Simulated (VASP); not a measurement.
Wanted: the native input for a VASP 6.6.1 run.

| Property | Result |
| --- | --- |
| Task | single point |
| Functional | PBE |
| Dispersion | D3(BJ) |
| Potentials or basis | VASP PAW PBE potentials, release 64 (Zr_sv) |
| Cutoff | 520 eV |
| k mesh | 4 × 4 × 1 |
| Occupations | gaussian, width 0.1 eV |
| Spin | no spin polarisation |
| Dipole correction | yes |
| Further INCAR settings | LREAL = Auto; ALGO = Normal; EDIFF = 1e-06; NBANDS = 110 |

The structure of Zr lies in POSCAR:

```
Zr
1.0
    6.3710095761      0.0000000000      0.0000000000
   -3.1855047880      5.5174561406      0.0000000000
    0.0000000000      0.0000000000     27.8671285401
Zr
16
Direct
    0.3333333333      0.1666666667      0.2870765816
    0.3333333333      0.6666666667      0.2870765816
    0.8333333333      0.1666666667      0.2870765816
    0.8333333333      0.6666666667      0.2870765816
    0.1666666667      0.3333333333      0.3787632024
    0.1666666667      0.8333333333      0.3787632024
    0.6666666667      0.3333333333      0.3787632024
    0.6666666667      0.8333333333      0.3787632024
    0.3333849735      0.1665518420      0.4733036408
    0.3334603012      0.6668003340      0.4733139080
    0.8331951622      0.1666354027      0.4733190461
    0.8333383183      0.6666574988      0.4733088756
    0.1667115131      0.3333346539      0.5608109904
    0.1665310925      0.8331674674      0.5609217535
    0.6666030142      0.3334479814      0.5609305912
    0.6668858347      0.8333393869      0.5609390349
```

These files were run (other wordings do the same):

INCAR

```
SYSTEM = Zr
PREC     = Accurate       ! precision mode
ENCUT    = 520            ! plane-wave cutoff, eV
EDIFF    = 1E-6           ! SCF threshold, eV
ISMEAR   = 0              ! smearing method
SIGMA    = 0.1            ! smearing width, eV
LREAL    = Auto         
LASPH    = .TRUE.         ! aspherical terms in the spheres
NELM     = 100            ! most SCF steps
ALGO     = Normal         ! electronic algorithm
ISIF     = 2              ! what is computed and relaxed
LWAVE    = .FALSE.        ! write WAVECAR
LCHARG   = .FALSE.        ! write CHGCAR
LDIPOL   = .TRUE.       
IDIPOL   = 3            
DIPOL    = 0.5 0.5 0.425
GGA      = PE             ! functional
IVDW     = 12             ! dispersion correction
NBANDS   = 110            ! bands
```

KPOINTS

```
regular mesh
0
G
  4 4 1
  0 0 0
```

Potentials or basis: VASP PAW PBE potentials, release 64 (Zr_sv).

Command:

```sh
$ cat potpaw_PBE.64/Zr_sv/POTCAR > POTCAR
$ mpirun -np 1 vasp_std > vasp.out
```

Results of the run:

| Quantity | Value |
| --- | --- |
| Largest force | 0.443 eV/Å |
| Band gap on the k mesh | zero (bands 96 and 97 overlap by 0.85 eV) |
| Dispersion energy per atom | -0.408 eV |

Run time: 48 min on 1 thread of AMD EPYC 9R45 96-Core Processor (Zen 5) (shared host), peak memory 1.2 GiB.
